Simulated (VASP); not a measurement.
A run of VASP 6.6.1 is set up as follows.

INCAR

```
SYSTEM = AlCr2C
ALGO     = Normal         ! electronic algorithm
EDIFF    = 1E-6           ! SCF threshold, eV
ENCUT    = 520            ! plane-wave cutoff, eV
GGA      = PE             ! functional
ISIF     = 2              ! what is computed and relaxed
ISMEAR   = 0              ! smearing method
LASPH    = .True.         ! aspherical terms in the spheres
LCHARG   = .False.        ! write CHGCAR
LREAL    = .False.        ! projectors in reciprocal space
LWAVE    = .False.        ! write WAVECAR
NBANDS   = 41             ! bands
NELM     = 80             ! most SCF steps
PREC     = Accurate       ! precision mode
SIGMA    = 0.1            ! smearing width, eV
```

File KPOINTS:

```
k-points
0
Gamma
  12 12 4
  0 0 0
```

The input POSCAR:

```
AlCr2C
1.0
    2.8418823612      0.0000000000      0.0000000000
   -1.4209411806      2.4611423193      0.0000000000
    0.0000000000      0.0000000000     12.6896372180
Al Cr C
2 4 2
Direct
    0.6666666667      0.3333333333      0.2500000000
    0.3333333333      0.6666666667      0.7500000000
    0.3333333333      0.6666666667      0.4156980499
    0.6666666667      0.3333333333      0.9156980499
    0.6666666667      0.3333333333      0.5843019501
    0.3333333333      0.6666666667      0.0843019501
    0.0000000000      0.0000000000      0.5000000000
    0.0000000000      0.0000000000      0.0000000000
```

Potentials or basis: VASP PAW PBE potentials, release 64 (Al, Cr_pv, C).

Run with:

```sh
$ cat potpaw_PBE.64/Al/POTCAR potpaw_PBE.64/Cr_pv/POTCAR potpaw_PBE.64/C/POTCAR > POTCAR
$ mpirun -np 1 vasp_std > vasp.out
```

Q: What does it give for the largest force?

A: 0.042 eV/Å.

Q: Predict the pressure.

A: 0.1 GPa.

Q: What does it give for the band gap on the k mesh?

A: Zero (band 31 reaches 10.35 eV, above the bottom of band 32 at 9.50 eV).

Forces on the atoms (eV/Å):
```
Al   0.000  0.000  0.000
Al   0.000  0.000  0.000
Cr   0.000  0.000 -0.042
Cr   0.000  0.000 -0.042
Cr   0.000  0.000  0.042
Cr   0.000  0.000  0.042
C    0.000  0.000  0.000
C    0.000  0.000  0.000
```

Spin polarisation is off, so any magnetic state and its effect on volume and gap are missing.
